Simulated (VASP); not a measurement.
# Be12Br in VASP: single point with PBE

Aim: the single point of Be12Br with PBE.

Program: VASP 6.6.1. These are calculated values, not measurements. Logs are shortened: lines on timing, memory, paths and dates and some standing lists are left out, and cuts for length are marked.

## Step 1: The cell of the first run

The cell holds a slab with vacuum, 13 atoms: a = 4.580 Å, b = 4.580 Å, c = 15.588 Å, α = 90.00°, β = 90.00°, γ = 60.00°.

## Step 2: Single point, PBE

File INCAR:

```
SYSTEM = Be12Br
ALGO = Normal
EDIFF = 1E-7
ENCUT = 520
GGA = PE
ISIF = 2
ISMEAR = 0
LASPH = .True.
LCHARG = .False.
LREAL = .False.
LWAVE = .False.
NBANDS = 28
NELM = 80
PREC = Accurate
SIGMA = 0.15
```

File KPOINTS:

```
k-points
0
Gamma
  5 5 1
  0 0 0
```

File POSCAR:

```
Be12Br
1.0
    4.5800000000      0.0000000000      0.0000000000
    2.2900000000      3.9663960000      0.0000000000
    0.0000000000      0.0000000000     15.5884300000
Be Br
12 1
Direct
    0.0000000000      0.0000000000      0.0641500780
    0.5000000000      0.0000000000      0.0641500780
    0.0000000000      0.5000000000      0.0641500780
    0.5000000000      0.5000000000      0.0641500780
   -0.1698809773      0.3300903389      0.1842123934
    0.3397978346      0.3300921038      0.1842110463
   -0.1698818563      0.8397741930      0.1842122651
    0.3333414662      0.8333227444      0.1775389824
    0.0077726451     -0.0039169059      0.3053782196
    0.4961422059     -0.0039237131      0.3053800800
    0.0000199710      0.4999740318      0.2888220302
    0.4961488969      0.5077022062      0.3053815554
    0.6666823269      0.1666480099      0.4278842706
```

Potentials or basis: VASP PAW PBE potentials, release 64 (Be, Br).

Launch:

```sh
cat potpaw_PBE.64/Be/POTCAR potpaw_PBE.64/Br/POTCAR > POTCAR
mpirun -np 1 vasp_std > vasp.out
```

OUTCAR:

```text
SYSTEM = Be12Br
   EDIFF = 1E-7
   ENCUT = 520
   GGA = PE
   ISIF = 2
   ISMEAR = 0
   LASPH = .True.
   LREAL = .False.
   NELM = 80
   PREC = Accurate

 ion  position               nearest neighbor table
   1  0.000  0.000  0.064-   8 2.21   5 2.28   7 2.28   3 2.29   3 2.29   4 2.29   4 2.29   2 2.29
                             2 2.29
   2  0.500  0.000  0.064-   8 2.21   6 2.28   7 2.28   4 2.29   3 2.29   4 2.29   3 2.29   1 2.29
                             1 2.29
   3  0.000  0.500  0.064-   1 2.29   1 2.29   2 2.29   2 2.29   4 2.29   4 2.29   7 2.31   6 2.31
                             5 2.31
   4  0.500  0.500  0.064-   8 2.21   6 2.28   5 2.28   2 2.29   1 2.29   2 2.29   1 2.29   3 2.29
                             3 2.29
   5  0.830  0.330  0.184-  11 2.12   7 2.25   6 2.25   1 2.28   4 2.28   8 2.29   8 2.29   3 2.31
                            12 2.31   9 2.31   6 2.33   7 2.33
   6  0.340  0.330  0.184-  11 2.12   7 2.25   5 2.25   2 2.28   4 2.28   8 2.29   8 2.29   3 2.31
                            12 2.31  10 2.31   5 2.33   7 2.33
   7  0.830  0.840  0.184-  11 2.12   5 2.25   6 2.25   1 2.28   2 2.28   8 2.29   8 2.29   3 2.31
                             9 2.31  10 2.31   6 2.33   5 2.33
   8  0.333  0.833  0.178-   4 2.21   2 2.21   1 2.21   5 2.29   6 2.29   7 2.29   6 2.29   7 2.29
                             5 2.29  10 2.37   9 2.37  12 2.37
   9  0.008  0.996  0.305-  10 2.24  12 2.24  11 2.30  11 2.30   7 2.31   5 2.31  13 2.34  12 2.34
                            10 2.34   8 2.37
  10  0.496  0.996  0.305-   9 2.24  12 2.24  11 2.30  11 2.30   7 2.31   6 2.31  13 2.34  12 2.34
                             9 2.34   8 2.37
  11  0.000  0.500  0.289-   6 2.12   5 2.12   7 2.12   9 2.30  10 2.30  12 2.30  12 2.30  10 2.30
                             9 2.30
  12  0.496  0.508  0.305-  10 2.24   9 2.24  11 2.30  11 2.30   6 2.31   5 2.31  13 2.34   9 2.34
                            10 2.34   8 2.37
  13  0.667  0.167  0.428-  12 2.34   9 2.34  10 2.34

  LATTYP: Found a hexagonal cell.
 ALAT       =     4.5799996975
 C/A-ratio  =     3.4035875611

  Lattice vectors:

 A1 = (  -2.2900000000,  -3.9663960000,   0.0000000000)
 A2 = (   4.5800000000,   0.0000000000,   0.0000000000)
 A3 = (   0.0000000000,   0.0000000000,  15.5884300000)

Analysis of symmetry for initial positions (statically):
=====================================================================
 Subroutine PRICEL returns:
 Original cell was already a primitive cell.

 Routine SETGRP: Setting up the symmetry group for a
 hexagonal supercell.

 Subroutine GETGRP returns: Found  1 space group operations
 (whereof  1 operations were pure point group operations)
 out of a pool of 24 trial point group operations.
[... 142 lines left out ...]
   IALGO  =     38    algorithm
   IMIX   =      4    mixing-type and parameters
     AMIX     =   0.40;   BMIX     =  1.00
     AMIX_MAG =   1.60;   BMIX_MAG =  1.00
  volume/ion in A,a.u.               =      21.78       147.00
  Fermi-wavevector in a.u.,A,eV,Ry     =   0.783142  1.479925  8.344617  0.613312
  Thomas-Fermi vector in A             =   1.887010
   LORBIT       =      0    0 simple, 1 ext, 2 COOP (PROOUT), +10 PAW based schemes
   GGA     = PE    functional components
   LHFCALC =     F    Hartree Fock is set to
   AEXX    =    0.0000 exact exchange contribution
   IVDW    =     0    specifies the selected vdW correction
   LEPSILON=     F    determine dielectric tensor
   LRPA    =     F    only Hartree local field effects (RPA)
 non-spin polarized calculation
 Gauss-broadening in eV      SIGMA  =   0.15
  energy-cutoff  :      520.00
  volume of cell :      283.18
 maximum number of plane-waves:      7731
 NGX is ok and might be reduce to    36
   NGX = 17   NGY = 17   NGZ = 57

 number of electron      31.0000000 magnetization

 Free energy of the ion-electron system (eV)
  ---------------------------------------------------
  ext. energy  EPLUGINS =         0.00000000
  ---------------------------------------------------
  free energy    TOTEN  =       -44.13249412 eV

  energy without entropy =      -44.11383401  energy(sigma->0) =      -44.12316407

 E-fermi :  -0.1930     XC(G=0):  -5.6774

 val. band max:       -0.3218365473   @ k =   0.0000   0.4000   0.0000
 cond. band min:      -0.1840565278   @ k =   0.0000   0.0000   0.0000
 fundamental gap:      0.1377800195
 Fermi energy:        -0.1929528931

 k-point     1 :       0.0000    0.0000    0.0000
  band No.  band energies     occupation
      1     -16.3779      2.00000
      2      -9.8390      2.00000
      3      -7.7880      2.00000
      4      -5.6780      2.00000
      5      -4.1941      2.00000
      6      -4.1941      2.00000
[... 379 lines left out ...]
     26       5.8381      0.00000
     27       6.0720      0.00000
 [bands above 27 left out]

------------------------ aborting loop because EDIFF is reached ----------------------------------------

  FORCE on cell =-STRESS in cart. coord.  units (eV):
  Direction    XX          YY          ZZ          XY          YZ          ZX
  --------------------------------------------------------------------------------------
  -------------------------------------------------------------------------------------
  Total       -7.0939166     -7.0943923      0.0523304      0.0001883      0.0019723     -0.0001253
  in kB      -40.1358746    -40.1385662      0.2960745      0.0010653      0.0111591     -0.0007089
  external PRESSURE =     -26.6594554 kB  Pullay stress =       0.0000000 kB

 VOLUME and BASIS-vectors are now :
 -----------------------------------------------------------------------------
  energy-cutoff  :      520.00
  volume of cell :      283.18
      direct lattice vectors                 reciprocal lattice vectors
     4.580000000  0.000000000  0.000000000     0.218340611 -0.126059022  0.000000000
     2.290000000  3.966396000  0.000000000     0.000000000  0.252118044  0.000000000
     0.000000000  0.000000000 15.588430000     0.000000000  0.000000000  0.064150142

 POSITION                                       TOTAL-FORCE (eV/Angst)
 -----------------------------------------------------------------------------------
      0.00000      0.00000      1.00000        -0.227775      0.131403     -0.022733
      2.29000      0.00000      1.00000         0.227843      0.131383     -0.022750
      1.14500      1.98320      1.00000         0.000000     -0.000082      0.051384
      3.43500      1.98320      1.00000         0.000053     -0.263160     -0.022790
      4.55785      1.30927      2.87158         0.000110      0.000120     -0.002964
      2.31219      1.30928      2.87156        -0.000183     -0.000005     -0.002831
      5.72502      3.33088      2.87158        -0.000129     -0.000269     -0.002893
      3.43501      3.30529      2.76755        -0.000005     -0.000123      0.006042
      2.31663      3.95086      4.76037        -0.000306      0.000302      0.002695
      4.55335      3.95083      4.76040         0.000613      0.000537      0.002556
      1.14503      1.98309      4.50228        -0.000184     -0.000123      0.009231
      3.43500      2.01375      4.76042         0.000020      0.000179      0.002449
      3.43503      0.66099      6.67004        -0.000057     -0.000162      0.002604
 -----------------------------------------------------------------------------------
    total drift:                               -0.000000      0.000000      0.000060

  FREE ENERGIE OF THE ION-ELECTRON SYSTEM (eV)
  ---------------------------------------------------
  free  energy   TOTEN  =       -44.1324941202 eV

  energy  without entropy=      -44.1138340149  energy(sigma->0) =      -44.12316407
```

Run time: 4 min. Hardware: 1 thread of Intel Xeon Platinum 8488C (Sapphire Rapids), shared host; peak memory 0.4 GiB.

Results:

```
Free energy            : -44.1325 eV
Largest force          : 0.264 eV/Å
Band gap on the k mesh : zero (an odd number of electrons rules out a gap without spin polarisation)
```

Forces on the atoms (eV/Å):
```
Be  -0.228  0.131 -0.023
Be   0.228  0.131 -0.023
Be   0.000  0.000  0.051
Be   0.000 -0.263 -0.023
Be   0.000  0.000 -0.003
Be   0.000  0.000 -0.003
Be   0.000  0.000 -0.003
Be   0.000  0.000  0.006
Be   0.000  0.000  0.003
Be   0.001  0.001  0.003
Be   0.000  0.000  0.009
Be   0.000  0.000  0.002
Br   0.000  0.000  0.003
```

Levels at points of the mesh, in eV from the Fermi level:
```
           k point  band 12  band 13  band 14  band 15  band 16  band 17  band 18  band 19  band 20  band 21
(0.00, 0.00, 0.00)    -1.89    -1.89    -1.76    -1.70    -1.70     0.01     2.62     2.62     2.91     3.65
```

Caveat: there is no dipole correction, which matters where the two faces differ; an odd number of electrons without spin polarisation forces a metal; a magnetic or distorted state may lie lower.

The gap in the log of VASP goes by the Fermi energy; the results here count the filled bands.